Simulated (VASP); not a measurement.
## Ta: single point with LDA

Ta:

```xyz
2
Lattice="2.8470 0.0000 0.0000 -1.4235 2.4656 0.0000 0.0000 0.0000 5.0467" Properties=species:S:1:pos:R:3 pbc="T T T"
Ta    1.4235    0.8219    3.7850
Ta    0.0000    1.6437    1.2617
```

```
Program             : VASP 6.6.1
Task                : single point
Functional          : LDA
Potentials or basis : VASP PAW LDA potentials, release 64 (Ta_sv_GW)
Cutoff              : 500 eV
k mesh              : 7 × 7 × 4
Occupations         : gaussian, width 0.1 eV
Spin                : no spin polarisation
```

- Pressure: -0.5 GPa
- Band gap on the k mesh: zero (band 13 reaches 12.40 eV, above the bottom of band 14 at 10.18 eV)

Stress tensor (GPa, compression positive):
```
-0.60  0.00  0.00
 0.00 -0.60  0.00
 0.00  0.00 -0.30
```

Levels at points of the mesh, in eV from the Fermi level:
```csv
k point,band 9,band 10,band 11,band 12,band 13,band 14,band 15,band 16,band 17,band 18
"(0.00, 0.00, 0.00)",-8.24,-4.99,-0.55,0.35,0.60,0.60,1.22,1.22,3.11,3.11
"(0.00, 0.00, 0.50)",-6.30,-6.30,-1.12,-1.12,0.65,0.65,0.65,0.65,4.70,4.70
```

Run time: 25 s on 1 thread of AMD EPYC 7R13 Processor (Zen 3), with other jobs on the host, peak memory 0.12 GiB.

Caveat: the k points lie up to 0.36 Å⁻¹ apart; spin-orbit coupling is left out, which moves the levels of the heavy elements.
